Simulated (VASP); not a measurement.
# MoS2 (P-3m1) in VASP: notebook, part 2 of 2

VASP 6.6.1. The steps go on from the part before.

### Step 3. Relaxation of shape and atoms at fixed volume, PBE, collinear spin (21.33 Å³/atom)

This run uses another cell than the first one, of 21.33 Å³/atom.

Input file INCAR:

```
ALGO = Fast ; EDIFF = 1E-6
EDIFFG = -0.01 ; ENCUT = 600
GGA = PE ; IBRION = 2
ISIF = 4 ; ISMEAR = 0
ISPIN = 2 ; LASPH = True
LCHARG = False ; LMAXMIX = 4
LORBIT = 11 ; LREAL = False
LWAVE = False ; MAGMOM = 0.05 0 0
NELM = 150 ; NSW = 60
PREC = Accurate ; SIGMA = 0.05
```

Input file KPOINTS:

```
k-points
0
Gamma
  12 12 6
```

Input file POSCAR:

```
MoS2
1.0
    3.2267026331      0.0000000000      0.0000000000
   -1.6133513166      2.7944064507      0.0000000000
    0.0000000000      0.0000000000      7.0969267541
Mo S
1 2
Direct
    0.0000000000      0.0000000000      0.0000000000
    0.3333333333      0.6666666667      0.2250757110
    0.6666666667      0.3333333333      0.7749242890
```

Potentials or basis: VASP PAW PBE potentials, release 64 (Mo_sv, S).

Command:

```bash
$ cat potpaw_PBE.64/Mo_sv/POTCAR potpaw_PBE.64/S/POTCAR > POTCAR
$ mpirun -np 1 vasp_std > vasp.out
```

OUTCAR:

```text
EDIFF = 1E-6
   EDIFFG = -0.01
   ENCUT = 600
   GGA = PE
   IBRION = 2
   ISIF = 4
   ISMEAR = 0
   ISPIN = 2
   LASPH = True
   LORBIT = 11
   LREAL = False
   NELM = 150
   NSW = 60
   PREC = Accurate

 ion  position               nearest neighbor table
   1  0.000  0.000  0.000-   2 2.45   3 2.45   3 2.45   2 2.45   3 2.45   2 2.45
   2  0.333  0.667  0.225-   1 2.45   1 2.45   1 2.45
   3  0.667  0.333  0.775-   1 2.45   1 2.45   1 2.45

  LATTYP: Found a hexagonal cell.
 ALAT       =     3.2267026331
 C/A-ratio  =     2.1994362546

  Lattice vectors:

 A1 = (   3.2267026331,   0.0000000000,   0.0000000000)
 A2 = (  -1.6133513166,   2.7944064507,   0.0000000000)
 A3 = (   0.0000000000,   0.0000000000,   7.0969267541)

Analysis of symmetry for initial positions (statically):
=====================================================================
 Subroutine PRICEL returns:
 Original cell was already a primitive cell.

[... 437 lines left out ...]
 spin component 1

 k-point     1 :       0.0000    0.0000    0.0000
  band No.  band energies     occupation
      1     -56.1811      1.00000
      2     -30.2163      1.00000
      3     -30.1623      1.00000
      4     -30.1623      1.00000
      5      -9.1739      1.00000
      6      -8.0040      1.00000
[... 459 lines left out ...]
      6      -7.8847      1.00000
[... 9 lines left out ...]
     16       8.0217      0.00000
     17       8.6674      0.00000

 [... further k-points ...]

 spin component 2

 k-point     1 :       0.0000    0.0000    0.0000
  band No.  band energies     occupation
      1     -56.1811      1.00000
      2     -30.2163      1.00000
      3     -30.1623      1.00000
      4     -30.1623      1.00000
      5      -9.1739      1.00000
      6      -8.0040      1.00000
[... 501 lines left out ...]
  FREE ENERGIE OF THE ION-ELECTRON SYSTEM (eV)
  ---------------------------------------------------
  free  energy   TOTEN  =       -21.0165393320 eV

  energy  without entropy=      -21.0137527983  energy(sigma->0) =      -21.01514607

 reached required accuracy - stopping structural energy minimisation

 total charge

# of ion       s       p       d       tot
------------------------------------------
    1        2.287   6.210   3.880  12.378
    2        1.366   2.318   0.000   3.683
    3        1.366   2.318   0.000   3.683
--------------------------------------------------
tot          5.019  10.845   3.880  19.745

 magnetization (x)

# of ion       s       p       d       tot
------------------------------------------
    1        0.000  -0.000  -0.000  -0.000
    2        0.000  -0.000   0.000  -0.000
    3        0.000  -0.000   0.000  -0.000
--------------------------------------------------
tot          0.000  -0.000  -0.000  -0.000
```

OSZICAR:

```text
N       E                     dE             d eps       ncg     rms          rms(c)
DAV:   1     0.210592261500E+03    0.21059E+03   -0.14073E+04  6816   0.154E+03
DAV:   2    -0.140716346334E+02   -0.22466E+03   -0.22196E+03  8907   0.367E+02
DAV:   3    -0.226035717585E+02   -0.85319E+01   -0.84226E+01  8504   0.679E+01
[... 70 lines left out ...]
RMM:   5    -0.210164754339E+02    0.10633E-04   -0.25931E-03  7312   0.368E-01    0.107E-01
RMM:   6    -0.210165175410E+02   -0.42107E-04   -0.75906E-04  7236   0.187E-01    0.329E-02
RMM:   7    -0.210165346526E+02   -0.17112E-04   -0.12541E-04  7522   0.848E-02    0.200E-02
RMM:   8    -0.210165389904E+02   -0.43379E-05   -0.21738E-05  6932   0.396E-02    0.298E-03
RMM:   9    -0.210165393320E+02   -0.34157E-06   -0.50339E-06  5608   0.184E-02
   7 F= -.21016539E+02 E0= -.21015146E+02  d E =-.662448E-02  mag=    -0.0000
```

CONTCAR:

```text
MoS2
   1.00000000000000
     3.1925037454138852    0.0000000000049698   -0.0000000000000002
    -1.5962518727521089    2.7647893451843251    0.0000000000000002
    -0.0000000000000002   -0.0000000000000001    7.2497892025455952
  Mo              S
     1     2
Direct
     0.0000000000000000    0.0000000000000000    0.0000000000000000
     0.3333333332999970    0.6666666667000030    0.2185164880777197
     0.6666666667000030    0.3333333332999970    0.7814835119222803

  0.00000000E+00  0.00000000E+00  0.00000000E+00
  0.00000000E+00  0.00000000E+00  0.00000000E+00
  0.00000000E+00  0.00000000E+00  0.00000000E+00
```

It took 27 min on 1 thread of Oxide Virtual Turin-like, shared host; peak memory 0.36 GiB.

Results:

| Quantity | Value |
| --- | --- |
| Free energy | -21.0165 eV |
| Energy gained by relaxing | 6.4 meV/atom |
| Ionic steps | 7 |
| Pressure after relaxing | -0.2 GPa |
| Band gap on the k mesh | zero (filled and empty bands overlap) |
| Net moment | 0.00 μB per cell |
| Valence electrons inside the program's atomic spheres | Mo 12.38; S 3.68 |

Step by step:
| step | energy change (eV) | largest force (eV/Å) | pressure (GPa) | volume (Å³) |
| --- | --- | --- | --- | --- |
| 1 | 0.0000 | 0.4351 | -3.39 | 63.99 |
| 2 | -0.0117 | 0.1256 | -1.80 | 63.99 |
| 3 | -0.0125 | 0.0263 | -1.27 | 63.99 |
| 4 | -0.0154 | 0.0210 | -1.01 | 63.99 |
| 5 | -0.0185 | 0.0113 | -0.51 | 63.99 |
| 6 | -0.0169 | 0.0156 | 0.46 | 63.99 |
| 7 | -0.0191 | 0.0008 | -0.16 | 63.99 |

Final structure:
```xyz
3
Lattice="3.1925 0.0000 0.0000 -1.5963 2.7648 0.0000 0.0000 0.0000 7.2498" Properties=species:S:1:pos:R:3 pbc="T T T"
Mo    0.0000    0.0000    0.0000
S     0.0000    1.8432    1.5842
S     1.5963    0.9216    5.6656
```

Caveat: this functional lacks dispersion, which binds the layers, so the pressure and a relaxed spacing across them are unreliable.

### Step 4. Relaxation of cell and atoms, PBE, collinear spin

This run uses another cell than the first one, of 20.67 Å³/atom.

Input file INCAR:

```
  ALGO = Normal
  EDIFF = 1E-6
  EDIFFG = -0.01
  ENCUT = 600
  GGA = PE
  IBRION = 2
  ISIF = 3
  ISMEAR = 0
  ISPIN = 2
  LASPH = True
  LCHARG = False
  LMAXMIX = 4
  LORBIT = 11
  LREAL = False
  LWAVE = False
  MAGMOM = 2 0 0
  NELM = 150
  NSW = 80
  PREC = Accurate
  SIGMA = 0.05
```

KPOINTS is that of step 3.

Input file POSCAR:

```
MoS2
1.0
    3.5404990656      0.0000000000      0.0000000000
   -1.7702495328      3.0661621329      0.0000000000
    0.0000000000      0.0000000000      5.7115598134
Mo S
1 2
Direct
    0.0000000000      0.0000000000      0.0000000000
    0.3333333333      0.6666666667      0.2520000000
    0.6666666667      0.3333333333      0.7480000000
```

Command:

```bash
$ cat potpaw_PBE.64/Mo_sv/POTCAR potpaw_PBE.64/S/POTCAR > POTCAR
$ mpirun -np 1 vasp_std > vasp.out
```

It took 40 min on 1 thread of Oxide Virtual Turin-like, shared host; peak memory 0.36 GiB.

The run converged. Its results:

```yaml
Free_energy: -21.0173 eV
Relaxed_volume: 19.66 Å³/atom
Relaxed_cell: a = 3.195 Å, b = 3.195 Å, c = 6.674 Å, α = 90.00°, β = 90.00°, γ = 120.00°
Space_group_after_relaxing_to_0.1_Å: P-3m1 (No. 164)
Energy_gained_by_relaxing: 175.6 meV/atom
Ionic_steps: 24
Pressure_after_relaxing: 0.0 GPa
Largest_force_after_relaxing: 0.004 eV/Å
Band_gap_on_the_k_mesh: zero (filled and empty bands overlap)
Net_moment: 0.00 μB per cell
Valence_electrons_inside_the_program's_atomic_spheres: Mo 12.38; S 3.68
```

Forces on the atoms (eV/Å):
```
Mo   0.000  0.000  0.000
S    0.000  0.000  0.004
S    0.000  0.000 -0.004
```

Step by step:
```
step  energy change (eV)  largest force (eV/Å)  pressure (GPa)  volume (Å³)
   1              0.0000                0.4511          -10.17        62.00
   2             -0.0617                2.6537           18.48        50.85
   3             -0.3002                0.9971            2.10        55.68
   4             -0.4781                0.2227            0.72        54.69
   5             -0.5004                0.0785            0.08        54.21
   6             -0.5015                0.1906           -0.11        54.04
   7             -0.5016                0.1639           -0.08        54.08
   8             -0.5042                0.0828            0.69        53.98
   9             -0.5049                0.0131            1.35        53.89
  10             -0.5060                0.0228            1.28        53.97
  11             -0.5087                0.0508            1.07        54.22
  12             -0.5127                0.1058            0.68        54.72
  13             -0.5161                0.2102           -0.02        55.71
  14             -0.5193                0.1412            0.23        56.07
  15             -0.5236                0.0171            0.86        56.89
  16             -0.5240                0.0928            1.18        57.28
  17             -0.5262                0.0306            0.46        58.04
  18             -0.5268                0.0235           -0.15        58.71
  19             -0.5268                0.0194           -0.10        58.65
  20             -0.5268                0.0111           -0.06        58.71
  21             -0.5269                0.0112            0.01        58.88
  22             -0.5269                0.0070           -0.01        58.85
  23             -0.5269                0.0064            0.00        58.88
  24             -0.5269                0.0041            0.01        58.99
```

Final structure:
```
Mo S
1.0
     3.19471    0.00000    0.00000
    -1.59735    2.76670    0.00000
     0.00000    0.00000    6.67441
Mo S
1 2
Cartesian
  0.0000 0.0000 0.0000
  0.0000 1.8445 1.5817
  1.5974 0.9222 5.0927
```

Levels at points of the mesh, in eV from the Fermi level:
Spin up:
| k point | band 10 | band 11 | band 12 | band 13 | band 14 | band 15 | band 16 | band 17 |
| --- | --- | --- | --- | --- | --- | --- | --- | --- |
| (0.00, 0.00, 0.00) | -2.26 | -1.23 | -0.90 | -0.90 | -0.23 | -0.23 | 3.14 | 3.14 |
| (0.50, 0.00, 0.00) | -4.00 | -3.09 | -1.94 | -1.65 | 1.06 | 1.75 | 3.46 | 3.87 |
| (0.00, 0.00, 0.50) | -3.54 | -0.91 | -0.91 | -0.45 | -0.26 | -0.26 | 3.22 | 3.22 |
| (0.50, 0.00, 0.50) | -4.03 | -2.59 | -2.20 | -1.57 | 1.06 | 1.79 | 3.27 | 4.59 |
Spin down:
| k point | band 10 | band 11 | band 12 | band 13 | band 14 | band 15 | band 16 | band 17 |
| --- | --- | --- | --- | --- | --- | --- | --- | --- |
| (0.00, 0.00, 0.00) | -2.26 | -1.23 | -0.90 | -0.90 | -0.23 | -0.23 | 3.14 | 3.14 |
| (0.50, 0.00, 0.00) | -4.00 | -3.09 | -1.94 | -1.65 | 1.06 | 1.75 | 3.46 | 3.87 |
| (0.00, 0.00, 0.50) | -3.54 | -0.91 | -0.91 | -0.45 | -0.26 | -0.26 | 3.22 | 3.22 |
| (0.50, 0.00, 0.50) | -4.03 | -2.59 | -2.20 | -1.57 | 1.06 | 1.79 | 3.27 | 4.59 |

Caveat: a cell axis changed by over 15 % at a fixed basis, so the end point is rough; this functional lacks dispersion, which binds the layers, so the pressure and a relaxed spacing across them are unreliable.

### Step 5. Overview

| task | cell | gap on the mesh (eV) | pressure (GPa) | moment (μB) | relaxed volume (Å³/atom) |
| --- | --- | --- | --- | --- | --- |
| relaxation of shape and atoms at fixed volume | relaxed from a = 3.217, b = 3.217, c = 6.940 Å, angles 90.0, 90.0, 120.0°, 3 atoms, atomic positions A | none | -0.1 | 0.00 | 20.73 |
| relaxation of shape and atoms at fixed volume | relaxed from a = 3.227, b = 3.227, c = 7.097 Å, angles 90.0, 90.0, 120.0°, 3 atoms, atomic positions B | none | -0.2 | 0.00 | 21.33 |
| relaxation of cell and atoms | relaxed from a = 3.540, b = 3.540, c = 5.712 Å, angles 90.0, 90.0, 120.0°, 3 atoms, atomic positions C | none | 0.0 | 0.00 | 19.66 |

Alike in all rows: level PBE; potentials or basis VASP PAW PBE potentials, release 64 (Mo_sv, S); spin collinear; k mesh 12 × 12 × 6; cutoff (eV) 600; smearing gaussian 0.05 eV.

Caveats: this functional lacks dispersion, which binds the layers, so the pressure and a relaxed spacing across them are unreliable; a cell axis changed by over 15 % at a fixed basis, so the end point is rough (at least some runs).

Absolute energies hang on the potentials; compare differences alone.
